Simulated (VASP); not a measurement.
# SnSe2: single point with PBE

Crystal: SnSe2.

```
CELL_PARAMETERS angstrom
3.82516 0.00000 0.00000
-1.91258 3.31269 0.00000
0.00000 0.00000 6.22706
ATOMIC_POSITIONS crystal
Sn 0.00000 0.00000 0.00000
Se 0.33333 0.66667 0.25308
Se 0.66667 0.33333 0.74692
```

```yaml
Program: VASP 6.6.1
Task: single point
Functional: PBE
Potentials_or_basis: VASP PAW PBE potentials, release 64 (Sn_d, Se)
Cutoff: 520 eV
k_mesh: 6 × 6 × 2
Occupations: gaussian, width 0.01 eV
Spin: no spin polarisation
```

* Pressure: 3.0 GPa
* Largest force: 0.263 eV/Å
* Band gap on the k mesh: 0.79 eV, indirect (least direct gap 1.12 eV)

Forces on the atoms (eV/Å):
```
Sn   0.000  0.000  0.000
Se   0.000  0.000  0.263
Se   0.000  0.000 -0.263
```

Stress tensor (GPa, compression positive):
```
3.02 0.00 0.00
0.00 3.02 0.00
0.00 0.00 2.85
```

Levels at points of the mesh, in eV from the valence-band top:
```tsv
k point	band 11	band 12	band 13	band 14	band 15	band 16
(0.00, 0.00, 0.00)	-0.25	-0.25	-0.07	1.05	3.12	4.70
(0.50, 0.00, 0.00)	-2.42	-1.20	-0.22	1.20	3.80	5.37
(0.00, 0.00, 0.50)	-0.61	-0.09	-0.09	2.49	3.03	4.44
(0.50, 0.00, 0.50)	-1.94	-0.78	-0.61	0.79	4.22	4.78
```

Run time: 40 s on 1 thread of Intel Xeon 8259CL, on a shared host, peak memory 0.19 GiB.

Caveat: the k points lie up to 0.50 Å⁻¹ apart; spin-orbit coupling is left out, which moves the levels of the heavy elements; this functional lacks dispersion, which binds the layers, so the pressure and a relaxed spacing across them are unreliable. A k mesh can miss the band edges.
